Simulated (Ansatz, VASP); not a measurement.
## Al3GaN4 in VASP and in Ansatz

File INCAR:

```
  PREC = Accurate
  ENCUT = 520
  EDIFF = 1E-6
  ISMEAR = 0
  SIGMA = 0.05
  LREAL = False
  LASPH = True
  NELM = 60
  ALGO = Normal
  ISIF = 2
  LWAVE = False
  LCHARG = False
  GGA = PS
  NBANDS = 31
```

The input KPOINTS:

```
regular mesh
0
Gamma
  6 8 4
```

POSCAR

```
Al3GaN4
1.0
    4.6399353336      0.0000000000      0.0001241900
    0.0000000000      2.8796679856      0.0000000000
   -0.0029773563      0.0000000000      5.8514313032
Al Ga N
3 1 4
Direct
    0.5002300423      0.5000000000      0.1673295664
    0.0009207036      0.5000000000      0.8348055932
    0.0010880650      0.0000000000      0.3316926342
    0.4994217138      0.0000000000      0.6662009016
    0.1111724737      0.0000000000      0.6663292503
    0.1224543238      0.5000000000      0.1671578647
    0.6251234799      0.5000000000      0.8401923551
    0.6231881979      0.0000000000      0.3262928345
```

Input for Ansatz:

```yaml
crystal:
  lattice:
    - [4.6399353336, 0.0, 0.00012419]
    - [0.0, 2.8796679856, 0.0]
    - [-0.0029773563, 0.0, 5.8514313032]
  atoms:
    - { symbol: Al, position: [0.5002300423, 0.5, 0.1673295664] }
    - { symbol: Al, position: [0.0009207036, 0.5, 0.8348055932] }
    - { symbol: Al, position: [0.001088065, 0.0, 0.3316926342] }
    - { symbol: Ga, position: [0.4994217138, 0.0, 0.6662009016] }
    - { symbol: "N", position: [0.1111724737, 0.0, 0.6663292503] }
    - { symbol: "N", position: [0.1224543238, 0.5, 0.1671578647] }
    - { symbol: "N", position: [0.6251234799, 0.5, 0.8401923551] }
    - { symbol: "N", position: [0.6231881979, 0.0, 0.3262928345] }
basis:
  ecutwfc: 420
kpoints:
  mp_grid: { grid: [6, 8, 4] }
hamiltonian:
  xc: pbesol
scf:
  occupations: { method: gaussian, width: 0.05 }
output:
  forces: true
  stress: true
  eigenvalues: true
```

Change from the starting cell: strain -0.080 along x and y, +0.080 along z, atoms carried along.

Alike in both runs: task single point; functional PBEsol; k mesh 6 × 8 × 4; occupations gaussian, width 0.05 eV; no spin polarisation.

```csv
,VASP,Ansatz
version,VASP 6.6.1,Ansatz 0.2.0
potentials or method,"VASP PAW PBE potentials, release 64 (Al, Ga_d, N), cutoff 520 eV","scalar-relativistic, plane waves, PAW"
valence electrons in the cell,42,42
```

VASP gave:

| Quantity | Value |
| --- | --- |
| gap on the k mesh at the Fermi level (eV) | 3.29 |
| least direct gap on the mesh (eV) | 3.29 |
| pressure (GPa) | 26.0 |
| traceless stress, the component that is largest in VASP (GPa) | -41.80 |
| rms of the force components (eV/Å) | 1.246 |

Question: Estimate Ansatz's values.

Answer: gap on the k mesh at the Fermi level (eV): 3.28; least direct gap on the mesh (eV): 3.28; pressure (GPa): 25.9; traceless stress, the component that is largest in VASP (GPa): -41.41; rms of the force components (eV/Å): 1.234.

VASP's potentials were made for PBE, not for PBEsol. Atom by atom the forces differ by 0.025 eV/Å (rms over components). With one functional, cell and mesh, what is left measures potentials, basis and numerics.
